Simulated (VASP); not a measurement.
Wanted: the native input for a VASP 6.6.1 run.

```yaml
Task: relaxation of cell and atoms
Functional: PBE
Potentials_or_basis: VASP PAW PBE potentials, release 64 (Ba_sv, Ti_sv, O)
Cutoff: 600 eV
k_mesh: 7 × 7 × 7
Occupations: fermi-dirac, width 0.05 eV
Spin: no spin polarisation
Target_pressure: 20 GPa
Dipole_correction: no
Further_INCAR_settings: ALGO = Normal; EDIFF = 1e-06; IBRION = 2; EDIFFG = -0.01; NSW = 60; ISIF = 3
```

The structure of BaTiO3 lies in POSCAR:

```
BaTiO3
1.0
    2.8273666084      1.6323808724      2.3183934932
   -2.8273666084      1.6323808724      2.3183934932
    0.0000000000     -3.2647617449      2.3183934932
Ba Ti O
1 1 3
Direct
    0.0000000000      0.0000000000      0.0000000000
    0.4845000000      0.4845000000      0.4845000000
    0.5086000000      0.0175000000      0.5086000000
    0.0175000000      0.5086000000      0.5086000000
    0.5086000000      0.5086000000      0.0175000000
```

These files were run (other wordings do the same):

INCAR

```
PREC     = Accurate       # precision mode
ENCUT    = 600            # plane-wave cutoff, eV
EDIFF    = 1E-6           # SCF threshold, eV
ISMEAR   = -1             # smearing method
SIGMA    = 0.05           # smearing width, eV
LREAL    = False          # projectors in reciprocal space
LASPH    = True           # aspherical terms in the spheres
NELM     = 60             # most SCF steps
ALGO     = Normal         # electronic algorithm
ISIF     = 3              # what is computed and relaxed
LWAVE    = False          # write WAVECAR
LCHARG   = False          # write CHGCAR
GGA      = PE             # functional
IBRION   = 2              # ionic algorithm
NSW      = 60             # ionic steps
EDIFFG   = -0.01          # ionic threshold
PSTRESS  = 200.0
```

KPOINTS

```
Automatic mesh
0
Gamma
  7 7 7
```

Potentials or basis: VASP PAW PBE potentials, release 64 (Ba_sv, Ti_sv, O).

Launch:

```bash
$ cat potpaw_PBE.64/Ba_sv/POTCAR potpaw_PBE.64/Ti_sv/POTCAR potpaw_PBE.64/O/POTCAR > POTCAR
$ mpirun -np 1 vasp_std > vasp.out
```

It gave:

| Quantity | Value |
| --- | --- |
| Relaxed volume | 11.87 Å³/atom |
| Relaxed cell | a = 3.901 Å, b = 3.901 Å, c = 3.901 Å, α = 89.99°, β = 89.99°, γ = 89.99° |
| Space group after relaxing (to 0.05 Å) | Pm-3m (No. 221) |
| Energy change on relaxing (the enthalpy is what falls) | +72.1 meV/atom |
| Ionic steps | 17 |
| Pressure after relaxing | 20.0 GPa |
| Largest force after relaxing | 0.006 eV/Å |
| Band gap on the k mesh | 1.96 eV, direct |

Caveat: the cell is relaxed towards a set pressure, so the enthalpy falls and the energy may rise; spin-orbit coupling is left out, which moves the levels of the heavy elements.

Run time: 11 min on 1 thread of Intel Xeon 6975P-C, with other jobs on the host, peak memory 0.26 GiB.
